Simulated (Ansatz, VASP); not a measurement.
# PbS in VASP and in Ansatz

```xyz
2
Lattice="-0.0409 2.9762 2.9762 2.9762 -0.0409 2.9762 2.9762 2.9762 -0.0409" Properties=species:S:1:pos:R:3 pbc="T T T"
Pb    0.0000    0.0000    0.0000
S     2.9557    2.9557    2.9557
```

Change from the starting cell: epitaxial_111 strain +1.0%.

Alike in both runs: task single point; functional r2SCAN; k mesh 8 × 8 × 8; no spin polarisation.

|  | VASP | Ansatz |
| --- | --- | --- |
| version | VASP 6.6.1 | Ansatz 0.2.0 |
| potentials or method | VASP PAW PBE potentials, release 64 (Pb_d, S) | plane waves, PAW |
| plane-wave cutoff (eV) | 520 | 500 |
| occupations | gaussian, width 0.01 eV | fixed |
| valence electrons in the cell | 20 | 20 |

VASP gave:

```
gap on the k mesh at the Fermi level (eV)                     : 0.60
pressure (GPa)                                                : -0.6
traceless stress, the component that is largest in VASP (GPa) : 0.28
```

**Question.** Which values does Ansatz return?

**Answer.** gap on the k mesh at the Fermi level (eV): 0.59; pressure (GPa): -0.5; traceless stress, the component that is largest in VASP (GPa): 0.28.

VASP's potentials were made for PBE, not for r2SCAN.

Neither program's run includes spin-orbit coupling.
